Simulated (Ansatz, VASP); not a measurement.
**C11O: VASP beside Ansatz**

INCAR

```
SYSTEM = C11O
PREC = Accurate ; ENCUT = 520
EDIFF = 1E-6 ; ISMEAR = 0
SIGMA = 0.05 ; LREAL = .FALSE.
LASPH = .TRUE. ; NELM = 80
ALGO = Normal ; ISIF = 2
LWAVE = .FALSE. ; LCHARG = .FALSE.
LDIPOL = .TRUE. ; IDIPOL = 3
DIPOL = 0.5 0.5 0.322 ; GGA = PE
IVDW = 12 ; NBANDS = 37
```

File KPOINTS:

```
Automatic mesh
0
G
  8 7 1
  0 0 0
```

The input POSCAR:

```
C11O
1.0
    3.6473242347      0.0000000000      0.0000000000
   -1.6658829406      3.9310150970      0.0000000000
    0.0000000000      0.0000000000     23.1809581692
C O
11 1
Direct
    0.5001799340      0.3333933113      0.1725554212
    0.4998200660      0.6666066887      0.1725554212
    0.5001799340      0.8333933113      0.2257231425
    0.4998200660      0.1666066887      0.2257231425
    0.5000212331      0.3353169669      0.2788716798
    0.4999787669      0.6646830331      0.2788716798
    0.5001286273      0.8366480408      0.3322552327
    0.4998713727      0.1633519592      0.3322552327
    0.4997623703      0.3544335274      0.3809574266
    0.5002376297      0.6455664726      0.3809574266
    0.9997623703      0.3544335274      0.5686114471
    0.9997623703      0.3544335274      0.5190017635
```

Input for Ansatz:

```yaml
crystal:
  lattice:
    - [3.6473242347, 0.0, 0.0]
    - [-1.6658829406, 3.931015097, 0.0]
    - [0.0, 0.0, 23.1809581692]
  atoms:
    - { symbol: C, position: [0.500179934, 0.3333933113, 0.1725554212] }
    - { symbol: C, position: [0.499820066, 0.6666066887, 0.1725554212] }
    - { symbol: C, position: [0.500179934, 0.8333933113, 0.2257231425] }
    - { symbol: C, position: [0.499820066, 0.1666066887, 0.2257231425] }
    - { symbol: C, position: [0.5000212331, 0.3353169669, 0.2788716798] }
    - { symbol: C, position: [0.4999787669, 0.6646830331, 0.2788716798] }
    - { symbol: C, position: [0.5001286273, 0.8366480408, 0.3322552327] }
    - { symbol: C, position: [0.4998713727, 0.1633519592, 0.3322552327] }
    - { symbol: C, position: [0.4997623703, 0.3544335274, 0.3809574266] }
    - { symbol: C, position: [0.5002376297, 0.6455664726, 0.3809574266] }
    - { symbol: O, position: [0.9997623703, 0.3544335274, 0.5190017635] }
    - { symbol: C, position: [0.9997623703, 0.3544335274, 0.5686114471] }
basis:
  ecutwfc: 420
kpoints:
  mp_grid: { grid: [8, 7, 1] }
hamiltonian:
  xc: pbe
  pseudopotentials: { kind: paw, azcp: { folder: soft_1 } }
  dispersion: d3bj
scf:
  occupations: { method: gaussian, width: 0.05 }
output:
  forces: true
  eigenvalues: true
  write_density: true
  write_potential: true
  elf: true
  volumetric_format: npy
efield:
  axis: 3
  dipole_correction: true
  ramp_width: 0.04
```

Alike in both runs: task single point; functional PBE; dispersion D3(BJ); k mesh 8 × 7 × 1; occupations gaussian, width 0.05 eV; no spin polarisation.

|  | VASP | Ansatz |
| --- | --- | --- |
| version | VASP 6.6.1 | Ansatz 0.2.0 |
| potentials or method | VASP PAW PBE potentials, release 64 (C, O), cutoff 520 eV | scalar-relativistic, plane waves, PAW |
| valence electrons in the cell | 50 | 50 |

Ansatz gave:

```
gap on the k mesh at the Fermi level (eV) : none
rms of the force components (eV/Å)        : 1.670
```

Question: Estimate VASP's values.

Answer: gap on the k mesh at the Fermi level (eV): none; rms of the force components (eV/Å): 1.633.

A gap of «none» marks a metal or a gap that the smearing closes. Ansatz's warnings: xc potential rough in thin density.

Noted on VASP's run: the standard files for N, O and F lose accuracy on very short bonds.
